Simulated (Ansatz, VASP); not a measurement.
**Rh: VASP beside Ansatz**

INCAR

```
PREC = Accurate
ENCUT = 520
EDIFF = 1E-8
ISMEAR = -1
SIGMA = 0.08
LREAL = False
LASPH = True
NELM = 80
ALGO = Normal
ISIF = 2
LWAVE = False
LCHARG = False
GGA = PE
LEFG = True
NBANDS = 14
```

Contents of KPOINTS:

```
regular mesh
0
Gamma
  16 16 16
```

POSCAR

```
Rh
1.0
    0.0190155000      1.9110577500      1.9110577500
    1.9110577500      0.0190155000      1.9110577500
    1.9110577500      1.9110577500      0.0190155000
Rh
1
Direct
    0.0000000000      0.0000000000      0.0000000000
```

Input for Ansatz:

```yaml
crystal:
  lattice:
    - [0.0190155, 1.91105775, 1.91105775]
    - [1.91105775, 0.0190155, 1.91105775]
    - [1.91105775, 1.91105775, 0.0190155]
  atoms:
    - { symbol: Rh, position: [0.0, 0.0, 0.0] }
kpoints:
  mp_grid: { grid: [16, 16, 16] }
scf:
  occupations: { method: fermi_dirac, width: 0.08 }
hamiltonian:
  xc: pbe
  pseudopotentials: { kind: paw }
output:
  forces: true
  stress: true
  eigenvalues: true
  efg: { contact_densities: true }
  write_density: true
  write_potential: true
  elf: true
  volumetric_format: npy
```

Change from the starting cell: equal xy, yz and zx shear strains of +1 %, PAW files.

Alike in both runs: task electric field gradients; functional PBE; k mesh 16 × 16 × 16; occupations fermi-dirac, width 0.08 eV; no spin polarisation.

```csv
,VASP,Ansatz
version,VASP 6.6.1,Ansatz 0.2.0
potentials or method,"VASP PAW PBE potentials, release 64 (Rh_pv)","PAW with Ansatz's default frozen-core files, scalar-relativistic"
plane-wave cutoff (eV),520,420
valence electrons in the cell,15,17
```

```tsv
	VASP	Ansatz	Ansatz less VASP
pressure (GPa)	6.2	6.1	-0.05
traceless stress, the component that is largest in VASP (GPa)	-1.99	-1.99	+0.001
size of Vzz on the site where it differs most (V/Å²)	1.3	0.4	-0.93
```

With one functional, cell and mesh, what is left measures potentials, basis and numerics. VASP's potentials hold 15 valence electrons a cell and Ansatz's 17, so a difference there can come from the potentials and not from the codes.
